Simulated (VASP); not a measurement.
Wanted: the native input for a VASP 6.6.1 run.

```yaml
Task: single point
Functional: r2SCAN0
Potentials_or_basis: VASP PAW PBE potentials, release 64 (Se)
Cutoff: 520 eV
k_mesh: 4 × 4 × 3
Occupations: fermi-dirac, width 0.05 eV
Spin: no spin polarisation
Dipole_correction: no
Grid_for_exact_exchange_PRECFOCK: Normal
Further_INCAR_settings: ALGO = Normal; EDIFF = 1e-06; NBANDS = 16
```

Se:

```
Se
1.0
     4.35517    0.00000    0.00000
    -2.17759    3.77169    0.00000
     0.00000    0.00000    4.94945
Se
3
Direct
  0.78300 0.78300 0.50000
  0.00000 0.21700 0.83333
  0.21700 0.00000 0.16667
```

One way to write it, as run:

POSCAR

```
Se
1.0
    4.3551700000      0.0000000000      0.0000000000
   -2.1775850000      3.7716878578      0.0000000000
    0.0000000000      0.0000000000      4.9494500000
Se
3
Direct
    0.7830000000      0.7830000000      0.5000000000
    0.0000000000      0.2170000000      0.8333333333
    0.2170000000      0.0000000000      0.1666666667
```

INCAR.step1

```
PREC     = Accurate       # precision mode
ENCUT    = 520            # plane-wave cutoff, eV
EDIFF    = 1E-5           # SCF threshold, eV
ISMEAR   = -1             # smearing method
SIGMA    = 0.05           # smearing width, eV
LREAL    = F              # projectors in reciprocal space
LASPH    = T              # aspherical terms in the spheres
NELM     = 100            # most SCF steps
ALGO     = Normal         # electronic algorithm
ISIF     = 2              # what is computed and relaxed
LWAVE    = T              # write WAVECAR
GGA      = PE             # functional
NBANDS   = 16             # bands
```

INCAR.step2

```
PREC     = Accurate       # precision mode
ENCUT    = 520            # plane-wave cutoff, eV
EDIFF    = 1E-6           # SCF threshold, eV
ISMEAR   = -1             # smearing method
SIGMA    = 0.05           # smearing width, eV
LREAL    = F              # projectors in reciprocal space
LASPH    = T              # aspherical terms in the spheres
NELM     = 100            # most SCF steps
ALGO     = Normal         # electronic algorithm
ISIF     = 2              # what is computed and relaxed
LWAVE    = F              # write WAVECAR
LCHARG   = T              # write CHGCAR
METAGGA  = R2SCAN         # meta-GGA
LHFCALC  = T              # exact exchange
AEXX     = 0.25           # exact-exchange fraction
LMIXTAU  = T            
PRECFOCK = Normal       
LELF     = T              # ELF
LVHAR    = T            
ISTART   = 1            
NBANDS   = 16             # bands
```

KPOINTS

```
Automatic mesh
0
Gamma
  4 4 3
```

Potentials or basis: VASP PAW PBE potentials, release 64 (Se).

Run with:

```sh
$ cat potpaw_PBE.64/Se/POTCAR > POTCAR
$ cp INCAR.step1 INCAR
$ mpirun -np 1 vasp_std > vasp.out
$ cp INCAR.step2 INCAR
$ mpirun -np 1 vasp_std > vasp.out
```

It gave:

- Pressure: 2.3 GPa
- Largest force: 0.357 eV/Å
- Band gap on the k mesh: 3.46 eV, indirect (least direct gap 3.73 eV)

Caveat: the k points lie up to 0.42 Å⁻¹ apart; the PAW data sets were made with another functional, which shifts forces and pressure a little.

It took 18 min on 1 thread of Oxide Virtual Turin-like Processor, on a shared host, peak memory 0.19 GiB.
